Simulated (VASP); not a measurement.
# ZrB2 (P6/mmm) in VASP: a series of runs

The runs below take ZrB2 through single point, with r2SCAN.

Everything below comes from runs of VASP 6.6.1. Logs are shortened: lines on timing, memory, paths and dates and some standing lists are left out, and cuts for length are marked.

## 1. The cell of the first run

The structure is hexagonal, space group P6/mmm (No. 191). The conventional cell has a = 3.167 Å, b = 3.167 Å, c = 3.553 Å, α = 90.00°, β = 90.00°, γ = 120.00°. Zr (site symmetry 6/mmm) has 12 B at 2.55 Å and 6 Zr at 3.17 Å within 3.4 Å. B (site symmetry -6m2) has 3 B at 1.83 Å within 2.4 Å.

## 2. Single point, r2SCAN

POSCAR

```
ZrB2
1.0
    3.1672097700     -0.0000000029      0.0000000000
   -1.5836048825      2.7428841214      0.0000000000
    0.0000000000      0.0000000000      3.5525817900
Zr B
1 2
Direct
    0.0000000000      0.0000000000      0.0000000000
    0.3333333333      0.6666666667      0.5000000000
    0.6666666667      0.3333333333      0.5000000000
```

INCAR.step1

```
  ALGO = Normal
  EDIFF = 1E-4
  ENCUT = 520
  GGA = PE
  ISMEAR = -1
  LASPH = True
  LCHARG = False
  LREAL = False
  LWAVE = True
  NBANDS = 16
  NELM = 80
  PREC = Accurate
  SIGMA = 0.1
```

INCAR.step2

```
  ALGO = Normal
  EDIFF = 1E-6
  ENCUT = 520
  ISIF = 2
  ISMEAR = -1
  ISTART = 1
  LASPH = True
  LCHARG = False
  LMIXTAU = True
  LREAL = False
  LWAVE = False
  METAGGA = R2SCAN
  NBANDS = 16
  NELM = 80
  PREC = Accurate
  SIGMA = 0.1
```

KPOINTS

```
k-points
0
Gamma
  12 12 10
```

Potentials or basis: VASP PAW PBE potentials, release 64 (Zr_sv, B).

The run is started by

```sh
$ cat potpaw_PBE.64/Zr_sv/POTCAR potpaw_PBE.64/B/POTCAR > POTCAR
$ cp INCAR.step1 INCAR
$ mpirun -np 1 vasp_std > vasp.out
$ cp INCAR.step2 INCAR
$ mpirun -np 1 vasp_std > vasp.out
```

OUTCAR:

```text
EDIFF = 1E-6
   ENCUT = 520
   ISIF = 2
   ISMEAR = -1
   ISTART = 1
   LASPH = True
   LREAL = False
   METAGGA = R2SCAN
   NELM = 80
   PREC = Accurate

 ion  position               nearest neighbor table
   1  0.000  0.000  0.000-   2 2.55   3 2.55   2 2.55   3 2.55   3 2.55   3 2.55   2 2.55   2 2.55
                             3 2.55   3 2.55   2 2.55   2 2.55
   2  0.333  0.667  0.500-   3 1.83   3 1.83   3 1.83   1 2.55   1 2.55   1 2.55   1 2.55   1 2.55
                             1 2.55
   3  0.667  0.333  0.500-   2 1.83   2 1.83   2 1.83   1 2.55   1 2.55   1 2.55   1 2.55   1 2.55
                             1 2.55

  LATTYP: Found a hexagonal cell.
 ALAT       =     3.1672097700
 C/A-ratio  =     1.1216755592

  Lattice vectors:

 A1 = (   3.1672097700,  -0.0000000029,   0.0000000000)
 A2 = (  -1.5836048825,   2.7428841214,   0.0000000000)
 A3 = (   0.0000000000,   0.0000000000,   3.5525817900)

Analysis of symmetry for initial positions (statically):
=====================================================================
 Subroutine PRICEL returns:
 Original cell was already a primitive cell.

 Routine SETGRP: Setting up the symmetry group for a
 hexagonal supercell.

 Subroutine GETGRP returns: Found 24 space group operations
 (whereof 24 operations were pure point group operations)
 out of a pool of 24 trial point group operations.

The static configuration has the point symmetry D_6h.

Analysis of symmetry for dynamics (positions and initial velocities):
=====================================================================
 Subroutine PRICEL returns:
 Original cell was already a primitive cell.

 Routine SETGRP: Setting up the symmetry group for a
 hexagonal supercell.

 Subroutine GETGRP returns: Found 24 space group operations
 (whereof 24 operations were pure point group operations)
 out of a pool of 24 trial point group operations.

The dynamic configuration has the point symmetry D_6h.

 Subroutine INISYM returns: Found 24 space group operations
 (whereof 24 operations are pure point group operations),
 and found     1 'primitive' translations

----------------------------------------------------------------------------------------

                                     Primitive cell

  volume of cell :      30.8623

  direct lattice vectors                    reciprocal lattice vectors
     3.167209770 -0.000000003  0.000000000     0.315735323  0.182289873  0.000000000
    -1.583604882  2.742884121  0.000000000     0.000000000  0.364579748  0.000000000
     0.000000000  0.000000000  3.552581790     0.000000000  0.000000000  0.281485426

  length of vectors
     3.167209770  3.167209770  3.552581790     0.364579748  0.364579748  0.281485426

  position of ions in fractional coordinates (direct lattice)
     0.000000000  0.000000000  0.000000000
     0.333333333  0.666666667  0.500000000
     0.666666667  0.333333333  0.500000000

  ion indices of the primitive-cell ions
   primitive index   ion index
                 1           1
                 2           2
                 3           3

----------------------------------------------------------------------------------------

 KPOINTS: k-points

Automatic generation of k-mesh.
 Grid dimensions read from file:
 generate k-points for:   12   12   10

 Generating k-lattice:

  Cartesian coordinates                     Fractional coordinates (reciprocal lattice)
     0.026311277  0.015190823  0.000000000     0.083333333 -0.000000000  0.000000000
     0.000000000  0.030381646  0.000000000     0.000000000  0.083333333  0.000000000
     0.000000000  0.000000000  0.028148543     0.000000000  0.000000000  0.100000000

  Length of vectors
     0.030381646  0.030381646  0.028148543

  Shift w.r.t. Gamma in fractional coordinates (k-lattice)
     0.000000000  0.000000000  0.000000000

 Subroutine IBZKPT returns following result:
 ===========================================

 Found    114 irreducible k-points:

 Following reciprocal coordinates:
            Coordinates               Weight
  0.000000  0.000000  0.000000      1.000000
  0.083333 -0.000000  0.000000      6.000000
  0.166667  0.000000  0.000000      6.000000
  0.250000 -0.000000  0.000000      6.000000
  0.333333  0.000000  0.000000      6.000000
  0.416667 -0.000000  0.000000      6.000000
[... 16 lines left out ...]
  0.250000 -0.000000  0.100000     12.000000
  0.333333  0.000000  0.100000     12.000000
 [... further k-points ...]
   k-points           NKPTS =    114   k-points in BZ     NKDIM =    114   number of bands    NBANDS=     16
   number of dos      NEDOS =    301   number of ions     NIONS =      3
   total plane-waves  NPLWV =  16128
   dimension x,y,z NGX =    24 NGY =   24 NGZ =   28
   dimension x,y,z NGXF=    48 NGYF=   48 NGZF=   56
   ions per type =               1   2
   NGX,Y,Z   is equivalent  to a cutoff of  12.60, 12.60, 13.10 a.u.
   NGXF,Y,Z  is equivalent  to a cutoff of  25.20, 25.20, 26.21 a.u.
 SYSTEM =  unknown system
   PREC   = accura    normal or accurate (medium, high low for compatibility)
   ISTART =      1    job   : 0-new  1-cont  2-samecut
   ICHARG =      0    charge: 1-file 2-atom 10-const
   ISPIN  =      1    spin polarized calculation?
   LNONCOLLINEAR =      F non collinear calculations
   LSORBIT =      F    spin-orbit coupling
   LASPH  =      T    aspherical Exc in radial PAW
   ENCUT  =  520.0 eV  38.22 Ry    6.18 a.u.   5.89  5.89  6.61*2*pi/ulx,y,z
   NELM   =     80;   NELMIN=  2; NELMDL=  0     # of ELM steps
   EDIFF  = 0.1E-05   stopping-criterion for ELM
   LREAL  =      F    real-space projection
   EDIFFG = 0.1E-04   stopping-criterion for IOM
   NSW    =      0    number of steps for IOM
   IBRION =     -1    ionic relax: 0-MD 1-quasi-New 2-CG
   NFREE  =      0    steps in history (QN), initial steepest desc. (CG)
   ISIF   =      2    stress and relaxation
   ISYM   =      2    0-nonsym 1-usesym 2-fastsym
   POTIM  = 0.5000    time-step for ionic-motion
   TEBEG  =    0.0;   TEEND  =   0.0 temperature during run
   PSTRESS=    0.0 pullay stress
   NELECT =      18.0000    total number of electrons
   NUPDOWN=      -1.0000    fix difference up-down
   EMIN   =  10.00;   EMAX   =-10.00  energy-range for DOS
   EFERMI =   0.00;   METHOD = LEGACY
   ISMEAR =    -1;   SIGMA  =   0.10  broadening in eV -4-tet -1-fermi 0-gaus
   EFERMI_NEDOS =   21; number of points for ismear=-14 and -15
   IALGO  =     38    algorithm
   IMIX   =      4    mixing-type and parameters
     AMIX     =   0.40;   BMIX     =  1.00
     AMIX_MAG =   1.60;   BMIX_MAG =  1.00
  volume/ion in A,a.u.               =      10.29        69.42
  Fermi-wavevector in a.u.,A,eV,Ry     =   1.367801  2.584769 25.454857  1.870879
  Thomas-Fermi vector in A             =   2.493821
   LORBIT       =      0    0 simple, 1 ext, 2 COOP (PROOUT), +10 PAW based schemes
   METAGGA = R2SCAN    functional components
   LHFCALC =     F    Hartree Fock is set to
   AEXX    =    0.0000 exact exchange contribution
   IVDW    =     0    specifies the selected vdW correction
   LEPSILON=     F    determine dielectric tensor
   LRPA    =     F    only Hartree local field effects (RPA)
 non-spin polarized calculation
  energy-cutoff  :      520.00
  volume of cell :       30.86
 maximum number of plane-waves:       852
 NGX is ok and might be reduce to    24
   NGX = 11   NGY = 11   NGZ = 13

 number of electron      18.0000000 magnetization

 Free energy of the ion-electron system (eV)
  ---------------------------------------------------
  ext. energy  EPLUGINS =         0.00000000
  ---------------------------------------------------
  free energy    TOTEN  =       -40.64348156 eV

  energy without entropy =      -40.63488466  energy(sigma->0) =      -40.63918311

 E-fermi :  10.6708     XC(G=0): -13.3534

 val. band max:       10.5795278116   @ k =   0.1667   0.1667   0.2000
 cond. band min:      10.7218298346   @ k =   0.0833  -0.0000   0.3000
 fundamental gap:      0.1423020230
 Fermi energy:        10.6707815390

 k-point     1 :       0.0000    0.0000    0.0000
  band No.  band energies     occupation
      1     -39.8284      2.00000
      2     -17.3245      2.00000
      3     -16.7433      2.00000
      4     -16.7433      2.00000
      5      -3.0258      2.00000
      6       7.8704      2.00000
[... 8 lines left out ...]
     15      15.9779      0.00000
     16      15.9779      0.00000

 k-point     2 :       0.0833   -0.0000    0.0000
  band No.  band energies     occupation
      1     -39.8201      2.00000
      2     -17.3122      2.00000
      3     -16.8146      2.00000
      4     -16.7585      2.00000
      5      -2.8785      2.00000
      6       7.4150      2.00000
[... 8 lines left out ...]
     15      16.5582      0.00000
     16      16.9403      0.00000

 k-point     3 :       0.1667    0.0000    0.0000
  band No.  band energies     occupation
      1     -39.7973      2.00000
      2     -17.2784      2.00000
      3     -17.0053      2.00000
      4     -16.7997      2.00000
      5      -2.4531      2.00000
      6       6.3482      2.00000
[... 8 lines left out ...]
     15      17.7870      0.00000
     16      17.8373      0.00000

 k-point     4 :       0.2500   -0.0000    0.0000
  band No.  band energies     occupation
      1     -39.7660      2.00000
      2     -17.2564      2.00000
      3     -17.2318      2.00000
      4     -16.8555      2.00000
      5      -1.7896      2.00000
      6       5.0656      2.00000
[... 8 lines left out ...]
     15      18.1109      0.00000
     16      19.8455      0.00000
[... 324 lines left out ...]
 k-point    22 :       0.1667    0.0000    0.1000
  band No.  band energies     occupation
      1     -39.7955      2.00000
      2     -17.3132      2.00000
      3     -17.0012      2.00000
      4     -16.7970      2.00000
      5      -2.3247      2.00000
      6       6.3314      2.00000
[... 8 lines left out ...]
     15      17.7111      0.00000
     16      18.4732      0.00000

 k-point    23 :       0.2500   -0.0000    0.1000
  band No.  band energies     occupation
      1     -39.7642      2.00000
      2     -17.2711      2.00000
      3     -17.2448      2.00000
      4     -16.8524      2.00000
      5      -1.6872      2.00000
      6       5.0220      2.00000
[... 8 lines left out ...]
     15      18.2326      0.00000
     16      19.9569      0.00000

 k-point    24 :       0.3333    0.0000    0.1000
  band No.  band energies     occupation
      1     -39.7327      2.00000
      2     -17.4928      2.00000
      3     -17.2148      2.00000
      4     -16.9072      2.00000
      5      -0.8649      2.00000
      6       3.6865      2.00000
[... 8 lines left out ...]
     15      18.6998      0.00000
     16      21.5167      0.00000

 [... further k-points ...]
[... 5 lines left out ...]
  --------------------------------------------------------------------------------------
  -------------------------------------------------------------------------------------
  Total        0.0154054      0.0154054     -0.0069574     -0.0000000      0.0000000     -0.0000000
  in kB        0.7997523      0.7997523     -0.3611840     -0.0000000      0.0000000     -0.0000000
  external PRESSURE =       0.4127736 kB  Pullay stress =       0.0000000 kB

 VOLUME and BASIS-vectors are now :
 -----------------------------------------------------------------------------
  energy-cutoff  :      520.00
  volume of cell :       30.86
      direct lattice vectors                 reciprocal lattice vectors
     3.167209770 -0.000000003  0.000000000     0.315735323  0.182289873  0.000000000
    -1.583604882  2.742884121  0.000000000     0.000000000  0.364579748  0.000000000
     0.000000000  0.000000000  3.552581790     0.000000000  0.000000000  0.281485426

 POSITION                                       TOTAL-FORCE (eV/Angst)
 -----------------------------------------------------------------------------------
      0.00000      0.00000      0.00000         0.000000      0.000000      0.000000
      0.00000      1.82859      1.77629        -0.000000      0.000000      0.000000
      1.58360      0.91429      1.77629         0.000000     -0.000000      0.000000
 -----------------------------------------------------------------------------------
    total drift:                               -0.000000      0.000000      0.000000

  FREE ENERGIE OF THE ION-ELECTRON SYSTEM (eV)
  ---------------------------------------------------
  free  energy   TOTEN  =       -40.6434815626 eV

  energy  without entropy=      -40.6348846632  energy(sigma->0) =      -40.63918311
```

It took 1.8 min on 1 thread of AMD EPYC 9R45 (Zen 5), shared host; peak memory 0.16 GiB.

What came out:

| Property | Result |
| --- | --- |
| Free energy | -40.6435 eV |
| Pressure | 0.0 GPa |
| Band gap on the k mesh | zero (band 9 reaches 11.20 eV, above the bottom of band 10 at 9.99 eV) |

Levels at points of the mesh, in eV from the Fermi level:
| k point | band 5 | band 6 | band 7 | band 8 | band 9 | band 10 | band 11 | band 12 | band 13 | band 14 |
| --- | --- | --- | --- | --- | --- | --- | --- | --- | --- | --- |
| (0.00, 0.00, 0.00) | -13.70 | -2.80 | -2.80 | -2.75 | -2.73 | 3.53 | 3.53 | 4.29 | 4.29 | 4.93 |
| (0.50, 0.00, 0.00) | -9.60 | -9.30 | -4.24 | -3.35 | -2.84 | 2.19 | 2.36 | 5.10 | 5.15 | 6.62 |
| (0.00, 0.00, 0.50) | -11.66 | -7.48 | -1.09 | -1.09 | 0.35 | 0.35 | 0.78 | 0.78 | 1.80 | 5.26 |
| (0.50, 0.00, 0.50) | -10.71 | -7.64 | -4.92 | -4.44 | -2.34 | 3.82 | 4.15 | 5.45 | 6.32 | 6.67 |

Caveat: the PAW data sets were made with another functional, which shifts forces and pressure a little.

## 3. Single point, r2SCAN

This run uses another cell than the first one, of 10.49 Å³/atom, 1.020 times its volume.

POSCAR

```
ZrB2
1.0
    3.1881852774      0.0000000000      0.0000000000
   -1.5940926387      2.7610494422      0.0000000000
    0.0000000000      0.0000000000      3.5761095100
Zr B
1 2
Direct
    0.0000000000      0.0000000000      0.0000000000
    0.3333333333      0.6666666667      0.5000000000
    0.6666666667      0.3333333333      0.5000000000
```

INCAR.step1

```
PREC = Accurate ; ENCUT = 520
ISMEAR = -1 ; SIGMA = 0.1
LREAL = False ; LASPH = True
NELM = 60 ; NBANDS = 16
GGA = PE ; ALGO = Normal
EDIFF = 1E-4 ; LWAVE = True
LCHARG = False
```

INCAR.step2

```
PREC = Accurate ; ENCUT = 520
EDIFF = 1E-6 ; ISMEAR = -1
SIGMA = 0.1 ; LREAL = False
LASPH = True ; NELM = 60
ALGO = Normal ; ISIF = 2
LWAVE = False ; LCHARG = True
METAGGA = R2SCAN ; LMIXTAU = True
LELF = True ; LVHAR = True
NBANDS = 16 ; ISTART = 1
```

KPOINTS

```
Automatic mesh
0
Gamma
  12 12 10
```

Potentials or basis: VASP PAW PBE potentials, release 64 (Zr_sv, B).

The run is started by

```sh
$ cat potpaw_PBE.64/Zr_sv/POTCAR potpaw_PBE.64/B/POTCAR > POTCAR
$ cp INCAR.step1 INCAR
$ mpirun -np 1 vasp_std > vasp.out
$ cp INCAR.step2 INCAR
$ mpirun -np 1 vasp_std > vasp.out
```

Wall time 1.9 min (1 thread of AMD EPYC 9R45 (Zen 5), shared host); peak memory 0.16 GiB.

The run converged. Its results:

* Free energy: -40.6348 eV
* Pressure: -4.6 GPa
* Band gap on the k mesh: zero (band 9 reaches 10.96 eV, above the bottom of band 10 at 9.79 eV)

Stress tensor (GPa, compression positive):
```
-4.72  0.00  0.00
 0.00 -4.72  0.00
 0.00  0.00 -4.37
```

Levels at points of the mesh, in eV from the Fermi level:
```tsv
k point	band 5	band 6	band 7	band 8	band 9	band 10	band 11	band 12	band 13	band 14
(0.00, 0.00, 0.00)	-13.60	-2.76	-2.76	-2.74	-2.71	3.44	3.44	4.19	4.19	4.79
(0.50, 0.00, 0.00)	-9.51	-9.29	-4.16	-3.33	-2.79	2.16	2.31	4.97	5.01	6.49
(0.00, 0.00, 0.50)	-11.64	-7.43	-1.08	-1.08	0.34	0.34	0.77	0.77	1.76	5.21
(0.50, 0.00, 0.50)	-10.61	-7.61	-4.85	-4.37	-2.38	3.71	4.05	5.31	6.14	6.50
```

Caveat: the PAW data sets were made with another functional, which shifts forces and pressure a little.

## 4. Single point, r2SCAN

This run uses another cell than the first one, of 10.70 Å³/atom, 1.040 times its volume.

POSCAR

```
ZrB2
1.0
    3.2088883613      0.0000000000      0.0000000000
   -1.6044441807      2.7789788388      0.0000000000
    0.0000000000      0.0000000000      3.5993316500
Zr B
1 2
Direct
    0.0000000000      0.0000000000      0.0000000000
    0.3333333333      0.6666666667      0.5000000000
    0.6666666667      0.3333333333      0.5000000000
```

INCAR.step1

```
SYSTEM = ZrB2
ALGO = Normal
EDIFF = 1E-4
ENCUT = 520
GGA = PE
ISMEAR = -1
LASPH = .True.
LCHARG = .False.
LREAL = .False.
LWAVE = .True.
NBANDS = 16
NELM = 80
PREC = Accurate
SIGMA = 0.1
```

INCAR.step2

```
SYSTEM = ZrB2
ALGO = Normal
EDIFF = 1E-6
ENCUT = 520
ISIF = 2
ISMEAR = -1
ISTART = 1
LASPH = .True.
LCHARG = .False.
LMIXTAU = .True.
LREAL = .False.
LWAVE = .False.
METAGGA = R2SCAN
NBANDS = 16
NELM = 80
PREC = Accurate
SIGMA = 0.1
```

KPOINTS

```
k-points
0
Gamma
  12 12 10
  0 0 0
```

The run is started by

```sh
$ cat potpaw_PBE.64/Zr_sv/POTCAR potpaw_PBE.64/B/POTCAR > POTCAR
$ cp INCAR.step1 INCAR
$ mpirun -np 1 vasp_std > vasp.out
$ cp INCAR.step2 INCAR
$ mpirun -np 1 vasp_std > vasp.out
```

It took 1.8 min on 1 thread of AMD EPYC 9R45 (Zen 5), shared host; peak memory 0.16 GiB.

The run converged. Its results:

```
Free energy            : -40.6091 eV
Pressure               : -8.8 GPa
Band gap on the k mesh : zero (band 9 reaches 10.74 eV, above the bottom of band 10 at 9.59 eV)
```

Stress tensor (GPa, compression positive):
```
-9.08  0.00  0.00
 0.00 -9.08  0.00
 0.00  0.00 -8.27
```

Levels at points of the mesh, in eV from the Fermi level:
```tsv
k point	band 5	band 6	band 7	band 8	band 9	band 10	band 11	band 12	band 13	band 14
(0.00, 0.00, 0.00)	-13.50	-2.74	-2.72	-2.72	-2.67	3.35	3.35	4.09	4.09	4.66
(0.50, 0.00, 0.00)	-9.42	-9.27	-4.09	-3.30	-2.73	2.12	2.25	4.84	4.87	6.36
(0.00, 0.00, 0.50)	-11.61	-7.37	-1.07	-1.07	0.34	0.34	0.75	0.75	1.71	5.16
(0.50, 0.00, 0.50)	-10.52	-7.58	-4.78	-4.31	-2.42	3.61	3.95	5.17	5.97	6.34
```

Caveat: the PAW data sets were made with another functional, which shifts forces and pressure a little.

(Part 1 of 2 ends here.)
